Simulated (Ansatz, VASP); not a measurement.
## Ti: VASP beside Ansatz

```
CELL_PARAMETERS angstrom
4.56737 0.00000 0.00000
-2.28369 3.95546 0.00000
0.00000 0.00000 2.82624
ATOMIC_POSITIONS crystal
Ti 0.66667 0.33333 0.50000
Ti 0.33333 0.66667 0.50000
Ti 0.00000 0.00000 0.00000
```

Alike in both runs: task relaxation of cell and atoms; functional RPBE; k mesh 7 × 7 × 9; occupations fermi-dirac, width 0.05 eV; no spin polarisation.

```csv
,VASP,Ansatz
version,VASP 6.6.1,Ansatz 0.2.0
potentials or method,"VASP PAW PBE potentials, release 64 (Ti_sv)",Ansatz PAW
plane-wave cutoff (eV),600,420
valence electrons in the cell,36,36
```

|  | VASP | Ansatz | Ansatz less VASP |
| --- | --- | --- | --- |
| gap on the k mesh at the Fermi level, each at its own relaxed structure (eV) | none | none | - |
| relaxed volume (Å³/atom) | 17.60 | 17.65 | +0.053 |
| relaxed cell length with the largest relative difference (Å) | 4.622 | 4.627 | +0.0051 |

VASP's potentials were made for PBE, not for RPBE. A gap of «none» marks a metal or a gap that the smearing closes.

Noted on Ansatz's run: the plane-wave basis is chosen anew once the cell has moved, so the energies of steps on either side of that aren't comparable.
